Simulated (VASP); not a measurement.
Wanted: the native input for a VASP 6.6.1 run.

| Property | Result |
| --- | --- |
| Task | single point |
| Functional | LDA |
| Potentials or basis | VASP PAW LDA potentials, release 64 (In_d) |
| Cutoff | 520 eV |
| k mesh | 18 × 18 × 18 |
| Occupations | gaussian, width 0.15 eV |
| Spin | no spin polarisation |
| Dipole correction | no |
| Further INCAR settings | ALGO = Fast; EDIFF = 1e-06; NBANDS = 12 |

The structure of In lies in POSCAR:

```
In
1.0
   -1.8825252400      1.8260494828      1.8825252400
    1.8825252400     -1.8260494828      1.8825252400
    1.8825252400      1.8260494828     -1.8825252400
In
1
Direct
    0.0000000000      0.0000000000      0.0000000000
```

This cell differs from its parent crystal: strain -0.0300 x Voigt [0, 1, 0, 0, 0, 0].

These files were run (other wordings do the same):

INCAR

```
SYSTEM = In
PREC = Accurate ; ENCUT = 520
EDIFF = 1E-6 ; ISMEAR = 0
SIGMA = 0.15 ; LREAL = .False.
LASPH = .True. ; NELM = 100
ALGO = Fast ; ISIF = 2
LWAVE = .False. ; LCHARG = .False.
NBANDS = 12
```

KPOINTS

```
regular mesh
0
Gamma
  18 18 18
  0 0 0
```

Potentials or basis: VASP PAW LDA potentials, release 64 (In_d).

Launch:

```bash
$ cat potpaw_LDA.64/In_d/POTCAR > POTCAR
$ mpirun -np 1 vasp_std > vasp.out
```

Results of the run:

| Quantity | Value |
| --- | --- |
| Pressure | -1.8 GPa |

Caveat: the cell differs from its parent crystal (strain -0.0300 x Voigt [0, 1, 0, 0, 0, 0]).

It took 34 s on 1 thread of Intel(R) Xeon(R) 6975P-C (Granite Rapids) (shared host), peak memory 0.24 GiB.
